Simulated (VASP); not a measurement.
# Tl (I-43m) in VASP: single point with PBE

Aim: the single point of Tl with PBE.

Program: VASP 6.6.1. These are calculated values, not measurements. Logs are shortened: lines on timing, memory, paths and dates and some standing lists are left out, and cuts for length are marked.

## (1) The cell of the first run

It takes space group I-43m (No. 217, cubic). The conventional cell has a = 12.077 Å, b = 12.077 Å, c = 12.077 Å, α = 90.00°, β = 90.00°, γ = 90.00°. Tl (site symmetry 3m) has 16 Tl at 3.41 to 4.07 Å within 4.5 Å. Tl (site symmetry -43m) has 16 Tl at 3.76 to 3.80 Å within 4.9 Å. Tl (site symmetry m) has 13 Tl at 3.24 to 4.07 Å within 4.3 Å. Tl (site symmetry m) has 12 Tl at 3.14 to 3.89 Å within 4.1 Å.

## (2) Single point, PBE

INCAR

```
  PREC = Accurate
  ENCUT = 520
  EDIFF = 1E-6
  ISMEAR = 0
  SIGMA = 0.1
  LREAL = Auto
  LASPH = True
  NELM = 100
  ALGO = Normal
  ISIF = 2
  LWAVE = False
  LCHARG = False
  GGA = PE
  NBANDS = 208
```

KPOINTS

```
Automatic mesh
0
Gamma
  2 2 2
```

POSCAR

```
Tl
1.0
   -6.0387111300      6.0387111300      6.0387111300
    6.0387111300     -6.0387111300      6.0387111300
    6.0387111300      6.0387111300     -6.0387111300
Tl
29
Direct
    0.0000000000      0.0000000000      0.3632457100
    0.0000000000      0.0000000000      0.0000000000
    0.0000000000      0.3172478900      0.5983842700
    0.0000000000      0.3632457100      0.0000000000
    0.0000000000      0.5983842700      0.3172478900
    0.0000000000      0.6255332200      0.8091336200
    0.0000000000      0.8091336200      0.6255332200
    0.8163996000      0.1908663800      0.1908663800
    0.8091336200      0.0000000000      0.6255332200
    0.8091336200      0.6255332200      0.0000000000
    0.7188636200      0.4016157300      0.4016157300
    0.6827521100      0.6827521100      0.2811363800
    0.6827521100      0.2811363800      0.6827521100
    0.6367542900      0.6367542900      0.6367542900
    0.6255332200      0.8091336200      0.0000000000
    0.6255332200      0.0000000000      0.8091336200
    0.5983842700      0.0000000000      0.3172478900
    0.5983842700      0.3172478900      0.0000000000
    0.4016157300      0.4016157300      0.7188636200
    0.4016157300      0.7188636200      0.4016157300
    0.3744667800      0.3744667800      0.1836004000
    0.3744667800      0.1836004000      0.3744667800
    0.3632457100      0.0000000000      0.0000000000
    0.3172478900      0.5983842700      0.0000000000
    0.3172478900      0.0000000000      0.5983842700
    0.2811363800      0.6827521100      0.6827521100
    0.1908663800      0.1908663800      0.8163996000
    0.1908663800      0.8163996000      0.1908663800
    0.1836004000      0.3744667800      0.3744667800
```

Potentials or basis: VASP PAW PBE potentials, release 64 (Tl_d).

On the command line:

```console
cat potpaw_PBE.64/Tl_d/POTCAR > POTCAR
mpirun -np 1 vasp_std > vasp.out
```

OUTCAR:

```text
PREC = Accurate
   ENCUT = 520
   EDIFF = 1E-6
   ISMEAR = 0
   LREAL = Auto
   LASPH = True
   NELM = 100
   ISIF = 2
   GGA = PE

 ion  position               nearest neighbor table
   1  0.000  0.000  0.363-   3 3.41  25 3.41  12 3.41  15 3.68  10 3.68  22 3.68  29 3.68  28 3.68
                             8 3.68   2 3.80  27 3.89   7 3.89   9 3.89  19 4.07   5 4.07  17 4.07
   2  0.000  0.000  0.000-  21 3.76  22 3.76  29 3.76  10 3.76  15 3.76  16 3.76   6 3.76   7 3.76
                             9 3.76  28 3.76   8 3.76  27 3.76  23 3.80   1 3.80  14 3.80   4 3.80
   3  0.000  0.317  0.598-   6 3.24   1 3.41  27 3.42   9 3.42  26 3.54  11 3.54   8 3.56  29 3.56
                            24 3.64  13 3.64  17 3.64  19 3.64   4 4.07
   4  0.000  0.363  0.000-   5 3.41  13 3.41  24 3.41  16 3.68   9 3.68  21 3.68  29 3.68   8 3.68
                            27 3.68   2 3.80  28 3.89  10 3.89   6 3.89  20 4.07   3 4.07  18 4.07
   5  0.000  0.598  0.317-   7 3.24   4 3.41  28 3.42  10 3.42  26 3.54  11 3.54   8 3.56  29 3.56
                            25 3.64  12 3.64  18 3.64  20 3.64   1 4.07
   6  0.000  0.626  0.809-   7 3.14   3 3.24  10 3.26  28 3.26  24 3.42  13 3.42  26 3.56  11 3.56
                            23 3.68  14 3.68   2 3.76   4 3.89
   7  0.000  0.809  0.626-   6 3.14   5 3.24   9 3.26  27 3.26  12 3.42  25 3.42  26 3.56  11 3.56
                            23 3.68  14 3.68   2 3.76   1 3.89
   8  0.816  0.191  0.191-  29 3.14  11 3.24  16 3.26  15 3.26  18 3.42  17 3.42   3 3.56   5 3.56
                             4 3.68   1 3.68   2 3.76  23 3.89
   9  0.809  0.000  0.626-  16 3.14  17 3.24   7 3.26  27 3.26  12 3.42   3 3.42  13 3.56  20 3.56
[... 27 lines left out ...]
  23  0.363  0.000  0.000-  17 3.41  26 3.41  18 3.41   7 3.68   6 3.68  22 3.68  21 3.68  28 3.68
                            27 3.68   2 3.80   8 3.89  16 3.89  15 3.89  11 4.07  24 4.07  25 4.07
  24  0.317  0.598  0.000-  15 3.24   4 3.41  28 3.42   6 3.42  12 3.54  19 3.54  27 3.56  21 3.56
                            17 3.64  26 3.64   3 3.64  20 3.64  23 4.07
  25  0.317  0.000  0.598-  16 3.24   1 3.41  27 3.42   7 3.42  20 3.54  13 3.54  28 3.56  22 3.56
                            18 3.64  26 3.64  19 3.64   5 3.64  23 4.07
  26  0.281  0.683  0.683-  29 3.24  23 3.41  15 3.42  16 3.42   3 3.54   5 3.54   6 3.56   7 3.56
                            19 3.64  24 3.64  25 3.64  20 3.64  14 4.07
  27  0.191  0.191  0.816-  21 3.14  19 3.24   7 3.26   9 3.26   3 3.42  25 3.42  24 3.56  18 3.56
                             4 3.68  23 3.68   2 3.76   1 3.89
  28  0.191  0.816  0.191-  22 3.14  20 3.24   6 3.26  10 3.26  24 3.42   5 3.42  17 3.56  25 3.56
                             1 3.68  23 3.68   2 3.76   4 3.89
  29  0.184  0.374  0.374-   8 3.14  26 3.24  22 3.26  21 3.26  20 3.42  19 3.42   3 3.56   5 3.56
                             4 3.68   1 3.68   2 3.76  14 3.89

  LATTYP: Found a body centered cubic cell.
 ALAT       =    12.0774222600

  Lattice vectors:

 A1 = (  -6.0387111300,   6.0387111300,   6.0387111300)
 A2 = (   6.0387111300,  -6.0387111300,   6.0387111300)
 A3 = (   6.0387111300,   6.0387111300,  -6.0387111300)

Analysis of symmetry for initial positions (statically):
=====================================================================
 Subroutine PRICEL returns:
 Original cell was already a primitive cell.

 Routine SETGRP: Setting up the symmetry group for a
 body centered cubic supercell.

 Subroutine GETGRP returns: Found 24 space group operations
 (whereof 24 operations were pure point group operations)
 out of a pool of 48 trial point group operations.

The static configuration has the point symmetry T_d .

Analysis of symmetry for dynamics (positions and initial velocities):
=====================================================================
 Subroutine PRICEL returns:
 Original cell was already a primitive cell.

 Routine SETGRP: Setting up the symmetry group for a
 body centered cubic supercell.

 Subroutine GETGRP returns: Found 24 space group operations
 (whereof 24 operations were pure point group operations)
 out of a pool of 48 trial point group operations.

The dynamic configuration has the point symmetry T_d .

 Subroutine INISYM returns: Found 24 space group operations
 (whereof 24 operations are pure point group operations),
 and found     1 'primitive' translations

----------------------------------------------------------------------------------------

                                     Primitive cell

  volume of cell :     880.8313

  direct lattice vectors                    reciprocal lattice vectors
    -6.038711130  6.038711130  6.038711130     0.000000000  0.082799125  0.082799125
     6.038711130 -6.038711130  6.038711130     0.082799125  0.000000000  0.082799125
     6.038711130  6.038711130 -6.038711130     0.082799125  0.082799125  0.000000000

  length of vectors
    10.459354489 10.459354489 10.459354489     0.117095646  0.117095646  0.117095646

  position of ions in fractional coordinates (direct lattice)
     0.000000000  0.000000000  0.363245710
     0.000000000  0.000000000  0.000000000
[... 74 lines left out ...]

  Length of vectors
     0.058547823  0.058547823  0.058547823

  Shift w.r.t. Gamma in fractional coordinates (k-lattice)
     0.000000000  0.000000000  0.000000000

 Subroutine IBZKPT returns following result:
 ===========================================

 Found      3 irreducible k-points:

 Following reciprocal coordinates:
            Coordinates               Weight
  0.000000  0.000000  0.000000      1.000000
  0.500000  0.000000  0.000000      6.000000
  0.500000  0.500000  0.500000      1.000000
   k-points           NKPTS =      3   k-points in BZ     NKDIM =      3   number of bands    NBANDS=    208
   number of dos      NEDOS =    301   number of ions     NIONS =     29
   total plane-waves  NPLWV = 512000
   dimension x,y,z NGX =    80 NGY =   80 NGZ =   80
   dimension x,y,z NGXF=   160 NGYF=  160 NGZF=  160
   ions per type =              29
   NGX,Y,Z   is equivalent  to a cutoff of  12.72, 12.72, 12.72 a.u.
   NGXF,Y,Z  is equivalent  to a cutoff of  25.43, 25.43, 25.43 a.u.
 SYSTEM =  unknown system
   PREC   = accura    normal or accurate (medium, high low for compatibility)
   ISTART =      0    job   : 0-new  1-cont  2-samecut
   ICHARG =      2    charge: 1-file 2-atom 10-const
   ISPIN  =      1    spin polarized calculation?
   LNONCOLLINEAR =      F non collinear calculations
   LSORBIT =      F    spin-orbit coupling
   LASPH  =      T    aspherical Exc in radial PAW
   ENCUT  =  520.0 eV  38.22 Ry    6.18 a.u.  19.45 19.45 19.45*2*pi/ulx,y,z
   NELM   =    100;   NELMIN=  2; NELMDL= -5     # of ELM steps
   EDIFF  = 0.1E-05   stopping-criterion for ELM
   LREAL  =      T    real-space projection
   EDIFFG = 0.1E-04   stopping-criterion for IOM
   NSW    =      0    number of steps for IOM
   IBRION =     -1    ionic relax: 0-MD 1-quasi-New 2-CG
   NFREE  =      0    steps in history (QN), initial steepest desc. (CG)
   ISIF   =      2    stress and relaxation
   ISYM   =      2    0-nonsym 1-usesym 2-fastsym
   POTIM  = 0.5000    time-step for ionic-motion
   TEBEG  =    0.0;   TEEND  =   0.0 temperature during run
   PSTRESS=    0.0 pullay stress
   NELECT =     377.0000    total number of electrons
   NUPDOWN=      -1.0000    fix difference up-down
   EMIN   =  10.00;   EMAX   =-10.00  energy-range for DOS
   EFERMI =   0.00;   METHOD = LEGACY
   ISMEAR =     0;   SIGMA  =   0.10  broadening in eV -4-tet -1-fermi 0-gaus
   EFERMI_NEDOS =   21; number of points for ismear=-14 and -15
   IALGO  =     38    algorithm
   IMIX   =      4    mixing-type and parameters
     AMIX     =   0.40;   BMIX     =  1.00
     AMIX_MAG =   1.60;   BMIX_MAG =  1.00
  volume/ion in A,a.u.               =      30.37       204.97
  Fermi-wavevector in a.u.,A,eV,Ry     =   1.233742  2.331434 20.709692  1.522119
  Thomas-Fermi vector in A             =   2.368460
   LORBIT       =      0    0 simple, 1 ext, 2 COOP (PROOUT), +10 PAW based schemes
   GGA     = PE    functional components
   LHFCALC =     F    Hartree Fock is set to
   AEXX    =    0.0000 exact exchange contribution
   IVDW    =     0    specifies the selected vdW correction
   LEPSILON=     F    determine dielectric tensor
   LRPA    =     F    only Hartree local field effects (RPA)
 non-spin polarized calculation
 Gauss-broadening in eV      SIGMA  =   0.10
  energy-cutoff  :      520.00
  volume of cell :      880.83
 maximum number of plane-waves:     23767
 NGX is ok and might be reduce to    80
   NGX = 39   NGY = 39   NGZ = 39

 number of electron     377.0000002 magnetization

 Free energy of the ion-electron system (eV)
  ---------------------------------------------------
  ext. energy  EPLUGINS =         0.00000000
  ---------------------------------------------------
  free energy    TOTEN  =       -64.29368926 eV

  energy without entropy =      -64.27174824  energy(sigma->0) =      -64.28271875

 E-fermi :   5.9313     XC(G=0):  -9.8835

 val. band max:        5.8130839420   @ k =   0.5000   0.0000   0.0000
 cond. band min:       5.9531832912   @ k =   0.5000   0.5000   0.5000
 fundamental gap:      0.1400993492
 Fermi energy:         5.9313463415

 k-point     1 :       0.0000    0.0000    0.0000
  band No.  band energies     occupation
      1      -5.8705      2.00000
      2      -5.8331      2.00000
      3      -5.8331      2.00000
      4      -5.8331      2.00000
      5      -5.8171      2.00000
      6      -5.8018      2.00000
[... 598 lines left out ...]
    199       7.3581      0.00000
    200       7.8773      0.00000
 [bands above 200 left out]

------------------------ aborting loop because EDIFF is reached ----------------------------------------

  FORCE on cell =-STRESS in cart. coord.  units (eV):
  Direction    XX          YY          ZZ          XY          YZ          ZX
  --------------------------------------------------------------------------------------
  -------------------------------------------------------------------------------------
  Total        6.3053155      6.3053155      6.3053155      0.0000000     -0.0000000      0.0000000
  in kB       11.4689761     11.4689761     11.4689761      0.0000000     -0.0000000      0.0000000
  external PRESSURE =      11.4689761 kB  Pullay stress =       0.0000000 kB

 VOLUME and BASIS-vectors are now :
 -----------------------------------------------------------------------------
  energy-cutoff  :      520.00
  volume of cell :      880.83
      direct lattice vectors                 reciprocal lattice vectors
    -6.038711130  6.038711130  6.038711130     0.000000000  0.082799125  0.082799125
     6.038711130 -6.038711130  6.038711130     0.082799125  0.000000000  0.082799125
     6.038711130  6.038711130 -6.038711130     0.082799125  0.082799125  0.000000000

 POSITION                                       TOTAL-FORCE (eV/Angst)
 -----------------------------------------------------------------------------------
      2.19354      2.19354     -2.19354         0.006752      0.006752     -0.006752
      0.00000      0.00000      0.00000         0.000000      0.000000      0.000000
      5.52924      1.69770     -1.69770         0.018172     -0.019710      0.019710
      2.19354     -2.19354      2.19354         0.006752     -0.006752      0.006752
      5.52924     -1.69770      1.69770         0.018172      0.019710     -0.019710
      8.66354      1.10871     -1.10871        -0.046010     -0.012297      0.012297
[... 21 lines left out ...]
      4.93000     -2.62483      4.93000         0.012297      0.046010      0.012297
      3.41388      1.10871      1.10871         0.046010     -0.012297     -0.012297
 -----------------------------------------------------------------------------------
    total drift:                               -0.000000     -0.000000      0.000000

  FREE ENERGIE OF THE ION-ELECTRON SYSTEM (eV)
  ---------------------------------------------------
  free  energy   TOTEN  =       -64.2936892616 eV

  energy  without entropy=      -64.2717482390  energy(sigma->0) =      -64.28271875
```

It took 16 min on 1 thread of Intel Xeon Platinum 8259CL at 2.50GHz (Skylake/Cascade Lake), shared host; peak memory 1.1 GiB.

What came out:

```yaml
Free_energy: -64.2937 eV
Pressure: 1.1 GPa
Largest_force: 0.049 eV/Å
Band_gap_on_the_k_mesh: zero (an odd number of electrons rules out a gap without spin polarisation)
```

Forces in eV/Å, atoms in the order of the input:
```
Tl   0.007  0.007 -0.007
Tl   0.000  0.000  0.000
Tl   0.018 -0.020  0.020
Tl   0.007 -0.007  0.007
Tl   0.018  0.020 -0.020
Tl  -0.046 -0.012  0.012
Tl  -0.046  0.012 -0.012
Tl   0.046  0.012  0.012
Tl   0.012 -0.046 -0.012
Tl   0.012 -0.012 -0.046
Tl  -0.018  0.020  0.020
Tl  -0.020 -0.020 -0.018
Tl  -0.020 -0.018 -0.020
Tl  -0.007 -0.007 -0.007
Tl  -0.012  0.012 -0.046
Tl  -0.012 -0.046  0.012
Tl   0.020  0.018 -0.020
Tl   0.020 -0.020  0.018
Tl   0.020  0.020 -0.018
Tl   0.020 -0.018  0.020
Tl  -0.012 -0.012  0.046
Tl  -0.012  0.046 -0.012
Tl  -0.007  0.007  0.007
Tl  -0.020  0.020  0.018
Tl  -0.020  0.018  0.020
Tl  -0.018 -0.020 -0.020
Tl   0.012  0.012  0.046
Tl   0.012  0.046  0.012
Tl   0.046 -0.012 -0.012
```

Caveat: the k points lie up to 0.37 Å⁻¹ apart, too coarse for converged energies and pressures of a metal; spin-orbit coupling is left out, which moves the levels of the heavy elements.
